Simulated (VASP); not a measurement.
A run of VASP 6.6.1:

The input INCAR:

```
ALGO = Normal
EDIFF = 1E-7
ENCUT = 520
GGA = PE
ISIF = 2
ISMEAR = 0
LASPH = True
LCHARG = True
LELF = True
LREAL = Auto
LVHAR = True
LWAVE = False
NBANDS = 238
NELM = 80
PREC = Accurate
SIGMA = 0.05
```

Contents of KPOINTS:

```
k-points
0
Gamma
  1 1 1
```

Contents of POSCAR:

```
WSe2
1.0
   -6.6358750000     11.4936720000      0.0000010000
    6.6358760000     11.4936720000      0.0000020000
    1.6589690000      2.8734180000    -16.6581420000
W Se
16 32
Direct
    0.5000000000      0.0000000000      0.0000000000
    0.5000000000      0.2500000000      0.0000000000
    0.7500000000      0.0000000000      0.0000000000
    0.0000000000      0.0000000000      0.0000000000
    0.0000000000      0.2500000000      0.0000000000
    0.0000000000      0.5000000000      0.0000000000
    0.0000000000      0.7500000000      0.0000000000
    0.2500000000      0.0000000000      0.0000000000
    0.2500000000      0.2500000000      0.0000000000
    0.2500000000      0.5000000000      0.0000000000
    0.5000000000      0.5000000000      0.0000000000
    0.5000000000      0.7500000000      0.0000000000
    0.7500000000      0.2500000000      0.0000000000
    0.7500000000      0.5000000000      0.0000000000
    0.7500000000      0.7500000000      0.0000000000
    0.2500000000      0.7500000000      0.0000000000
    0.8333330000      0.1082800000      0.9002140000
    0.3333330000      0.1082800000      0.9002140000
    0.3333330000      0.3582800000      0.9002140000
    0.3333330000      0.6082800000      0.9002140000
    0.5833330000      0.1082800000      0.9002140000
    0.5833330000      0.3582800000      0.9002140000
    0.8333330000      0.3582800000      0.9002140000
    0.8333330000      0.6082800000      0.9002140000
    0.8333330000      0.8582800000      0.9002140000
    0.0833330000      0.1082800000      0.9002140000
    0.0833330000      0.3582800000      0.9002140000
    0.0833330000      0.6082800000      0.9002140000
    0.0833330000      0.8582800000      0.9002140000
    0.3333330000      0.8582800000      0.9002140000
    0.5833330000      0.6082800000      0.9002140000
    0.5833330000      0.8582800000      0.9002140000
    0.8333330000      0.0583870000      0.0997860000
    0.3333330000      0.0583870000      0.0997860000
    0.3333330000      0.3083870000      0.0997860000
    0.3333330000      0.5583870000      0.0997860000
    0.5833330000      0.0583870000      0.0997860000
    0.5833330000      0.3083870000      0.0997860000
    0.8333330000      0.3083870000      0.0997860000
    0.8333330000      0.5583870000      0.0997860000
    0.8333330000      0.8083870000      0.0997860000
    0.0833330000      0.0583870000      0.0997860000
    0.0833330000      0.3083870000      0.0997860000
    0.0833330000      0.5583870000      0.0997860000
    0.0833330000      0.8083870000      0.0997860000
    0.3333330000      0.8083870000      0.0997860000
    0.5833330000      0.5583870000      0.0997860000
    0.5833330000      0.8083870000      0.0997860000
```

Potentials or basis: VASP PAW PBE potentials, release 64 (W_sv, Se).

Run with:

```console
$ cat potpaw_PBE.64/W_sv/POTCAR potpaw_PBE.64/Se/POTCAR > POTCAR
$ mpirun -np 1 vasp_gam > vasp.out
```

Hardware: 1 thread of AMD EPYC 7R43 64-Core Processor (Zen 3), with other jobs on the host.

Question: How long does it take, and how much memory?

Answer: It took 27 min on 1 thread of AMD EPYC 7R43 64-Core Processor (Zen 3) (shared host), peak memory 1.9 GiB. Counts: scf iterations 24, k points 1.
